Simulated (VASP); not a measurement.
Input of a VASP 6.6.1 run:

The input INCAR:

```
ALGO = Normal
EDIFF = 1E-6
ENCUT = 520
GGA = CA
ISIF = 2
ISMEAR = 1
LASPH = True
LCHARG = False
LREAL = False
LWAVE = False
NBANDS = 8
NELM = 100
PREC = Accurate
SIGMA = 0.05
```

The input KPOINTS:

```
k-points
0
Gamma
  8 8 8
```

The input POSCAR:

```
Si
1.0
    0.0000000000      1.6672120148      1.6672120148
    1.6672120148      0.0000000000      1.6672120148
    1.6672120148      1.6672120148      0.0000000000
Si
1
Direct
    0.0000000000      0.0000000000      0.0000000000
```

Potentials or basis: VASP PAW LDA potentials, release 64 (Si).

Run with:

```sh
$ cat potpaw_LDA.64/Si/POTCAR > POTCAR
$ mpirun -np 1 vasp_std > vasp.out
```

(1) Estimate the band gap on the k mesh.

(2) What does it give for the pressure?

Results:

(1) zero (band 2 reaches 30.97 eV, above the bottom of band 3 at 13.77 eV).

(2) 89.3 GPa.

Caveat: the k points lie up to 0.41 Å⁻¹ apart.
